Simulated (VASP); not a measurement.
Set up this calculation in VASP 6.6.1, as the native input.

```
Task                   : single point
Functional             : PBEsol
Potentials or basis    : VASP PAW PBE potentials, release 64 (Mg, S)
Cutoff                 : 600 eV
k mesh                 : 7 × 7 × 7
Occupations            : gaussian, width 0.01 eV
Spin                   : no spin polarisation
Dipole correction      : no
Further INCAR settings : ALGO = Normal; EDIFF = 1e-06; NBANDS = 11
```

The structure of MgS (Niningerite) lies in POSCAR:

```
MgS
1.0
    0.0000000000      2.5030755971      2.5030755971
    2.5030755971      0.0000000000      2.5030755971
    2.5030755971      2.5030755971      0.0000000000
Mg S
1 1
Direct
    0.0000000000      0.0000000000      0.0000000000
    0.5000000000      0.5000000000      0.5000000000
```

The input as run:

INCAR

```
  PREC = Accurate
  ENCUT = 600
  EDIFF = 1E-6
  ISMEAR = 0
  SIGMA = 0.01
  LREAL = F
  LASPH = T
  NELM = 120
  ALGO = Normal
  ISIF = 2
  LWAVE = F
  LCHARG = T
  GGA = PS
  LELF = T
  LVHAR = T
  NBANDS = 11
  GGA_COMPAT = F
```

KPOINTS

```
regular mesh
0
Gamma
  7 7 7
```

Potentials or basis: VASP PAW PBE potentials, release 64 (Mg, S).

Command:

```console
$ cat potpaw_PBE.64/Mg/POTCAR potpaw_PBE.64/S/POTCAR > POTCAR
$ mpirun -np 1 vasp_std > vasp.out
```

It gave:

- Pressure: 9.9 GPa
- Band gap on the k mesh: 3.16 eV, indirect (least direct gap 4.57 eV)

Caveat: the PAW data sets were made with another functional, which shifts forces and pressure a little.

Run time: 4.9 s on 1 thread of Intel(R) Xeon(R) 6975P-C (Granite Rapids), with other jobs on the host, peak memory 0.16 GiB.
